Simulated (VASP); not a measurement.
# GaN (CsCl type) (Pm-3m) in VASP: notebook, part 2 of 2

VASP 6.6.1. The steps go on from the part before.

## Step 3: Single point, PBE (volume scaled by 0.72)

INCAR reads:

```
SYSTEM = GaN
ALGO = Normal
EDIFF = 1E-6
ENCUT = 520
GGA = PE
ISIF = 2
ISMEAR = -1
LASPH = .TRUE.
LCHARG = .FALSE.
LREAL = .FALSE.
LWAVE = .FALSE.
NBANDS = 16
NELM = 60
PREC = Accurate
SIGMA = 0.08
```

KPOINTS reads:

```
k-points
0
G
  14 14 14
  0 0 0
```

POSCAR reads:

```
GaN
1.0
    2.4586801795      0.0000000000      0.0000000000
    0.0000000000      2.4586801795      0.0000000000
    0.0000000000      0.0000000000      2.4586801795
Ga N
1 1
Direct
    0.0000000000      0.0000000000      0.0000000000
    0.5000000000      0.5000000000      0.5000000000
```

Potentials or basis: VASP PAW PBE potentials, release 64 (Ga_d, N).

Run with:

```console
cat potpaw_PBE.64/Ga_d/POTCAR potpaw_PBE.64/N/POTCAR > POTCAR
mpirun -np 1 vasp_std > vasp.out
```

OUTCAR:

```text
SYSTEM = GaN
   EDIFF = 1E-6
   ENCUT = 520
   GGA = PE
   ISIF = 2
   ISMEAR = -1
   LASPH = .TRUE.
   LREAL = .FALSE.
   NELM = 60
   PREC = Accurate

 ion  position               nearest neighbor table
   1  0.000  0.000  0.000-   2 2.13   2 2.13   2 2.13   2 2.13   2 2.13   2 2.13   2 2.13   2 2.13

   2  0.500  0.500  0.500-   1 2.13   1 2.13   1 2.13   1 2.13   1 2.13   1 2.13   1 2.13   1 2.13

  LATTYP: Found a simple cubic cell.
 ALAT       =     2.4586801795

  Lattice vectors:

 A1 = (   2.4586801795,   0.0000000000,   0.0000000000)
 A2 = (   0.0000000000,   2.4586801795,   0.0000000000)
 A3 = (   0.0000000000,   0.0000000000,   2.4586801795)

Analysis of symmetry for initial positions (statically):
=====================================================================
 Subroutine PRICEL returns:
 Original cell was already a primitive cell.

 Routine SETGRP: Setting up the symmetry group for a
 simple cubic supercell.

 Subroutine GETGRP returns: Found 48 space group operations
 (whereof 48 operations were pure point group operations)
 out of a pool of 48 trial point group operations.

The static configuration has the point symmetry O_h .

Analysis of symmetry for dynamics (positions and initial velocities):
=====================================================================
 Subroutine PRICEL returns:
 Original cell was already a primitive cell.

 Routine SETGRP: Setting up the symmetry group for a
 simple cubic supercell.

 Subroutine GETGRP returns: Found 48 space group operations
 (whereof 48 operations were pure point group operations)
 out of a pool of 48 trial point group operations.

The dynamic configuration has the point symmetry O_h .

 Subroutine INISYM returns: Found 48 space group operations
 (whereof 48 operations are pure point group operations),
 and found     1 'primitive' translations

----------------------------------------------------------------------------------------

                                     Primitive cell

  volume of cell :      14.8630

  direct lattice vectors                    reciprocal lattice vectors
     2.458680179  0.000000000  0.000000000     0.406722277  0.000000000  0.000000000
     0.000000000  2.458680179  0.000000000     0.000000000  0.406722277  0.000000000
     0.000000000  0.000000000  2.458680179     0.000000000  0.000000000  0.406722277

  length of vectors
     2.458680179  2.458680179  2.458680179     0.406722277  0.406722277  0.406722277

  position of ions in fractional coordinates (direct lattice)
     0.000000000  0.000000000  0.000000000
     0.500000000  0.500000000  0.500000000

  ion indices of the primitive-cell ions
   primitive index   ion index
                 1           1
                 2           2

----------------------------------------------------------------------------------------

 KPOINTS: k-points

Automatic generation of k-mesh.
 Grid dimensions read from file:
 generate k-points for:   14   14   14

 Generating k-lattice:

  Cartesian coordinates                     Fractional coordinates (reciprocal lattice)
     0.029051591  0.000000000  0.000000000     0.071428571  0.000000000  0.000000000
     0.000000000  0.029051591  0.000000000     0.000000000  0.071428571  0.000000000
     0.000000000  0.000000000  0.029051591     0.000000000  0.000000000  0.071428571

  Length of vectors
     0.029051591  0.029051591  0.029051591

  Shift w.r.t. Gamma in fractional coordinates (k-lattice)
     0.000000000  0.000000000  0.000000000

 Subroutine IBZKPT returns following result:
 ===========================================

 Found    120 irreducible k-points:

 Following reciprocal coordinates:
            Coordinates               Weight
  0.000000  0.000000  0.000000      1.000000
  0.071429  0.000000  0.000000      6.000000
  0.142857  0.000000  0.000000      6.000000
  0.214286  0.000000  0.000000      6.000000
  0.285714  0.000000  0.000000      6.000000
  0.357143  0.000000  0.000000      6.000000
[... 16 lines left out ...]
  0.285714  0.214286  0.000000     24.000000
  0.357143  0.214286  0.000000     24.000000
 [... further k-points ...]
   k-points           NKPTS =    120   k-points in BZ     NKDIM =    120   number of bands    NBANDS=     16
   number of dos      NEDOS =    301   number of ions     NIONS =      2
   total plane-waves  NPLWV =   5832
   dimension x,y,z NGX =    18 NGY =   18 NGZ =   18
   dimension x,y,z NGXF=    36 NGYF=   36 NGZF=   36
   ions per type =               1   1
   NGX,Y,Z   is equivalent  to a cutoff of  12.17, 12.17, 12.17 a.u.
   NGXF,Y,Z  is equivalent  to a cutoff of  24.34, 24.34, 24.34 a.u.
 SYSTEM =  GaN
   PREC   = accura    normal or accurate (medium, high low for compatibility)
   ISTART =      0    job   : 0-new  1-cont  2-samecut
   ICHARG =      2    charge: 1-file 2-atom 10-const
   ISPIN  =      1    spin polarized calculation?
   LNONCOLLINEAR =      F non collinear calculations
   LSORBIT =      F    spin-orbit coupling
   LASPH  =      T    aspherical Exc in radial PAW
   ENCUT  =  520.0 eV  38.22 Ry    6.18 a.u.   4.57  4.57  4.57*2*pi/ulx,y,z
   NELM   =     60;   NELMIN=  2; NELMDL= -5     # of ELM steps
   EDIFF  = 0.1E-05   stopping-criterion for ELM
   LREAL  =      F    real-space projection
   EDIFFG = 0.1E-04   stopping-criterion for IOM
   NSW    =      0    number of steps for IOM
   IBRION =     -1    ionic relax: 0-MD 1-quasi-New 2-CG
   NFREE  =      0    steps in history (QN), initial steepest desc. (CG)
   ISIF   =      2    stress and relaxation
   ISYM   =      2    0-nonsym 1-usesym 2-fastsym
   POTIM  = 0.5000    time-step for ionic-motion
   TEBEG  =    0.0;   TEEND  =   0.0 temperature during run
   PSTRESS=    0.0 pullay stress
   NELECT =      18.0000    total number of electrons
   NUPDOWN=      -1.0000    fix difference up-down
   EMIN   =  10.00;   EMAX   =-10.00  energy-range for DOS
   EFERMI =   0.00;   METHOD = LEGACY
   ISMEAR =    -1;   SIGMA  =   0.08  broadening in eV -4-tet -1-fermi 0-gaus
   EFERMI_NEDOS =   21; number of points for ismear=-14 and -15
   IALGO  =     38    algorithm
   IMIX   =      4    mixing-type and parameters
     AMIX     =   0.40;   BMIX     =  1.00
     AMIX_MAG =   1.60;   BMIX_MAG =  1.00
  volume/ion in A,a.u.               =       7.43        50.15
  Fermi-wavevector in a.u.,A,eV,Ry     =   1.745006  3.297583 41.430372  3.045046
  Thomas-Fermi vector in A             =   2.816776
   LORBIT       =      0    0 simple, 1 ext, 2 COOP (PROOUT), +10 PAW based schemes
   GGA     = PE    functional components
   LHFCALC =     F    Hartree Fock is set to
   AEXX    =    0.0000 exact exchange contribution
   IVDW    =     0    specifies the selected vdW correction
   LEPSILON=     F    determine dielectric tensor
   LRPA    =     F    only Hartree local field effects (RPA)
 non-spin polarized calculation
  energy-cutoff  :      520.00
  volume of cell :       14.86
 maximum number of plane-waves:       432
   NGX =  9   NGY =  9   NGZ =  9

 number of electron      18.0000026 magnetization

 Free energy of the ion-electron system (eV)
  ---------------------------------------------------
  ext. energy  EPLUGINS =         0.00000000
  ---------------------------------------------------
  free energy    TOTEN  =        -7.53799371 eV

  energy without entropy =       -7.52007830  energy(sigma->0) =       -7.52903600

 E-fermi :  12.5381     XC(G=0): -14.6614

 val. band max:       12.5000243121   @ k =   0.5000   0.3571   0.1429
 cond. band min:      12.5465563702   @ k =   0.4286   0.1429   0.0000
 fundamental gap:      0.0465320581
 Fermi energy:        12.5380637185

 k-point     1 :       0.0000    0.0000    0.0000
  band No.  band energies     occupation
      1      -8.4358      2.00000
      2      -3.9017      2.00000
      3      -3.9017      2.00000
      4      -2.8031      2.00000
      5      -2.8031      2.00000
      6      -2.8031      2.00000
[... 8 lines left out ...]
     15      30.7093      0.00000
     16      43.9000      0.00000

 k-point     2 :       0.0714    0.0000    0.0000
  band No.  band energies     occupation
      1      -8.3279      2.00000
      2      -3.8958      2.00000
      3      -3.8742      2.00000
      4      -2.8254      2.00000
      5      -2.8254      2.00000
      6      -2.8014      2.00000
[... 8 lines left out ...]
     15      30.7826      0.00000
     16      41.8527      0.00000
[... 387 lines left out ...]
      5      -2.9594      2.00000
      6      -2.9155      2.00000
[... 8 lines left out ...]
     15      35.6838      0.00000
     16      36.7761      0.00000

 k-point    24 :       0.3571    0.2143    0.0000
  band No.  band energies     occupation
      1      -5.5635      2.00000
      2      -3.7131      2.00000
      3      -3.3209      2.00000
      4      -3.1060      2.00000
      5      -2.9047      2.00000
      6      -2.7272      2.00000
[... 8 lines left out ...]
     15      35.6751      0.00000
     16      36.8707      0.00000

 [... further k-points ...]
[... 5 lines left out ...]
  --------------------------------------------------------------------------------------
  -------------------------------------------------------------------------------------
  Total        9.7258203      9.7258203      9.7258203     -0.0000000      0.0000000     -0.0000000
  in kB     1048.4089113   1048.4089113   1048.4089113     -0.0000000      0.0000000     -0.0000000
  external PRESSURE =    1048.4089113 kB  Pullay stress =       0.0000000 kB

 VOLUME and BASIS-vectors are now :
 -----------------------------------------------------------------------------
  energy-cutoff  :      520.00
  volume of cell :       14.86
      direct lattice vectors                 reciprocal lattice vectors
     2.458680179  0.000000000  0.000000000     0.406722277  0.000000000  0.000000000
     0.000000000  2.458680179  0.000000000     0.000000000  0.406722277  0.000000000
     0.000000000  0.000000000  2.458680179     0.000000000  0.000000000  0.406722277

 POSITION                                       TOTAL-FORCE (eV/Angst)
 -----------------------------------------------------------------------------------
      0.00000      0.00000      0.00000         0.000000      0.000000      0.000000
      1.22934      1.22934      1.22934         0.000000      0.000000      0.000000
 -----------------------------------------------------------------------------------
    total drift:                               -0.000000     -0.000000      0.000000

  FREE ENERGIE OF THE ION-ELECTRON SYSTEM (eV)
  ---------------------------------------------------
  free  energy   TOTEN  =        -7.5379937057 eV

  energy  without entropy=       -7.5200783012  energy(sigma->0) =       -7.52903600
```

Run time: 32 s. Hardware: 1 thread of Intel Xeon Platinum 8259CL at 2.50GHz (Skylake/Cascade Lake), shared host; peak memory 0.14 GiB.

Results:

```yaml
Free_energy: -7.5380 eV
Pressure: 104.8 GPa
Band_gap_on_the_k_mesh: zero (band 9 reaches 12.81 eV, above the bottom of band 10 at 10.97 eV)
```

## Step 4: Single point, PBE (volume scaled by 0.8)

INCAR reads:

```
PREC = Accurate ; ENCUT = 520
EDIFF = 1E-6 ; ISMEAR = -1
SIGMA = 0.08 ; LREAL = F
LASPH = T ; NELM = 100
ALGO = Normal ; ISIF = 2
LWAVE = F ; LCHARG = F
GGA = PE ; NBANDS = 16
```

KPOINTS reads:

```
regular mesh
0
Gamma
  14 14 14
```

POSCAR reads:

```
GaN
1.0
    2.5465636585      0.0000000000      0.0000000000
    0.0000000000      2.5465636585      0.0000000000
    0.0000000000      0.0000000000      2.5465636585
Ga N
1 1
Direct
    0.0000000000      0.0000000000      0.0000000000
    0.5000000000      0.5000000000      0.5000000000
```

Run with:

```console
cat potpaw_PBE.64/Ga_d/POTCAR potpaw_PBE.64/N/POTCAR > POTCAR
mpirun -np 1 vasp_std > vasp.out
```

It took 32 s on 1 thread of Intel Xeon Platinum 8259CL at 2.50GHz (Skylake/Cascade Lake), shared host; peak memory 0.15 GiB.

Results (log left out):

- Free energy: -8.3497 eV
- Pressure: 56.2 GPa
- Band gap on the k mesh: zero (band 9 reaches 11.09 eV, above the bottom of band 10 at 9.40 eV)

Levels at points of the mesh, in eV from the Fermi level:
| k point | band 7 | band 8 | band 9 | band 10 | band 11 | band 12 |
| --- | --- | --- | --- | --- | --- | --- |
| (0.00, 0.00, 0.00) | -1.80 | -1.80 | -1.80 | 0.01 | 10.38 | 10.38 |
| (0.50, 0.00, 0.00) | -10.84 | 0.06 | 0.06 | 4.91 | 6.80 | 12.22 |
| (0.50, 0.50, 0.00) | -7.93 | -7.93 | -2.44 | 0.46 | 9.89 | 9.89 |
| (0.50, 0.50, 0.50) | -3.76 | -3.76 | -3.76 | 1.12 | 1.12 | 1.12 |

## Step 5: Single point, PBE (volume scaled by 0.88)

INCAR reads:

```
SYSTEM = GaN
PREC = Accurate
ENCUT = 520
EDIFF = 1E-7
ISMEAR = -1
SIGMA = 0.08
LREAL = .FALSE.
LASPH = .TRUE.
NELM = 80
ALGO = Normal
ISIF = 2
LWAVE = .FALSE.
LCHARG = .FALSE.
GGA = PE
NBANDS = 16
```

KPOINTS reads:

```
regular mesh
0
G
  14 14 14
  0 0 0
```

POSCAR reads:

```
GaN
1.0
    2.6287670274      0.0000000000      0.0000000000
    0.0000000000      2.6287670274      0.0000000000
    0.0000000000      0.0000000000      2.6287670274
Ga N
1 1
Direct
    0.0000000000      0.0000000000      0.0000000000
    0.5000000000      0.5000000000      0.5000000000
```

Run with:

```console
cat potpaw_PBE.64/Ga_d/POTCAR potpaw_PBE.64/N/POTCAR > POTCAR
mpirun -np 1 vasp_std > vasp.out
```

Wall time 31 s (1 thread of Intel Xeon Platinum 8259CL at 2.50GHz (Skylake/Cascade Lake), shared host); peak memory 0.15 GiB.

The run converged. Its results:

```yaml
Free_energy: -8.7631 eV
Pressure: 26.1 GPa
Band_gap_on_the_k_mesh: zero (band 9 reaches 9.65 eV, above the bottom of band 10 at 8.12 eV)
```

Levels at points of the mesh, in eV from the Fermi level:
```tsv
k point	band 7	band 8	band 9	band 10	band 11	band 12
(0.00, 0.00, 0.00)	-1.56	-1.56	-1.56	-0.86	10.18	10.18
(0.50, 0.00, 0.00)	-10.14	0.07	0.07	4.24	5.93	11.55
(0.50, 0.50, 0.00)	-7.11	-7.11	-2.49	0.46	9.14	9.14
(0.50, 0.50, 0.50)	-3.41	-3.41	-3.41	1.30	1.30	1.30
```

## Step 6: Summary

```tsv
cell	gap on the mesh (eV)	pressure (GPa)
a = 2.364 Å, 2 atoms	none	185.8
a = 2.459 Å, 2 atoms	none	104.8
a = 2.547 Å, 2 atoms	none	56.2
a = 2.629 Å, 2 atoms	none	26.1
```

Alike in all rows: task single point; level PBE; potentials or basis VASP PAW PBE potentials, release 64 (Ga_d, N); no spin polarisation; k mesh 14 × 14 × 14; cutoff (eV) 520; smearing fermi-dirac 0.08 eV.

Total energies depend on the potentials used, so only differences within one code and one set of settings carry meaning.
